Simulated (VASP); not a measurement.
Crystal: AgB2.

```xyz
3
Lattice="0.0000 2.5700 2.5700 2.5700 0.0000 2.5700 2.5700 2.5700 0.0000" Properties=species:S:1:pos:R:3 pbc="T T T"
Ag    0.0000    0.0000    0.0000
B     1.2850    1.2850    1.2850
B     3.8550    3.8550    3.8550
```

- Program: VASP 6.6.1
- Task: relaxation of cell and atoms
- Functional: PBEsol
- Potentials or basis: VASP PAW PBE potentials, release 64 (Ag, B)
- Cutoff: 500 eV
- k mesh: 7 × 7 × 7
- Occupations: methfessel-paxton, width 0.05 eV
- Spin: no spin polarisation

At the start: pressure -3.6 GPa; volume 11.32 Å³/atom.

Question: How do energy, volume and symmetry change on relaxing?

Answer: Over 3 steps the energy falls by 2.8 meV/atom and the volume is 11.08 Å³/atom (-2.1 %); space group Fm-3m (No. 225, to 0.1 Å) before and after.

Step by step:
```csv
step,energy change (eV),largest force (eV/Å),pressure (GPa),volume (Å³)
1,0.0000,0.0000,-3.63,33.95
2,-0.0035,0.0000,2.97,32.70
3,-0.0083,0.0000,-0.01,33.23
```

Final structure:
```xyz
3
Lattice="0.0000 2.5518 2.5518 2.5518 0.0000 2.5518 2.5518 2.5518 0.0000" Properties=species:S:1:pos:R:3 pbc="T T T"
Ag    0.0000    0.0000    0.0000
B     1.2759    1.2759    1.2759
B     3.8277    3.8277    3.8277
```

Caveat: the PAW data sets were made with another functional, which shifts forces and pressure a little.
